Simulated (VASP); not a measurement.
# Si: single point with HSE06

Crystal: Si.

```
CELL_PARAMETERS angstrom
0.00000 2.74409 2.74409
2.74409 0.00000 2.74409
2.74409 2.74409 0.00000
ATOMIC_POSITIONS crystal
Si 0.00000 0.00000 0.00000
Si 0.25000 0.25000 0.25000
```

```
Program                            : VASP 6.6.1
Task                               : single point
Functional                         : HSE06
Potentials or basis                : VASP PAW PBE potentials, release 64 (Si)
Cutoff                             : 520 eV
k mesh                             : 4 × 4 × 4
Occupations                        : fermi-dirac, width 0.05 eV
Spin                               : no spin polarisation
Dipole correction                  : no
Grid for exact exchange (PRECFOCK) : Normal
Further INCAR settings             : ALGO = Normal; EDIFF = 1e-07; NBANDS = 11
Share of exact exchange            : 0.25
Screening parameter                : 0.2079 1/Å
```

```
Pressure               : -2.3 GPa
Band gap on the k mesh : 1.39 eV (least direct gap 3.33 eV)
```

Levels at points of the mesh, in eV from the valence-band top:
```
           k point  band 1  band 2  band 3  band 4  band 5  band 6  band 7  band 8
(0.00, 0.00, 0.00)  -13.03    0.00    0.00    0.00    3.33    3.33    3.33    3.99
(0.50, 0.00, 0.00)  -10.52   -7.52   -1.28   -1.28    2.17    4.17    4.17    8.60
(0.50, 0.50, 0.00)   -8.53   -8.53   -3.04   -3.04    1.39    1.39   11.22   11.22
```

It took 3.2 min on 1 thread of Intel Xeon 8259CL (shared host), peak memory 0.26 GiB.

Caveat: the k points lie up to 0.50 Å⁻¹ apart; the PAW data sets were made with another functional, which shifts forces and pressure a little. A k mesh can miss the band edges.
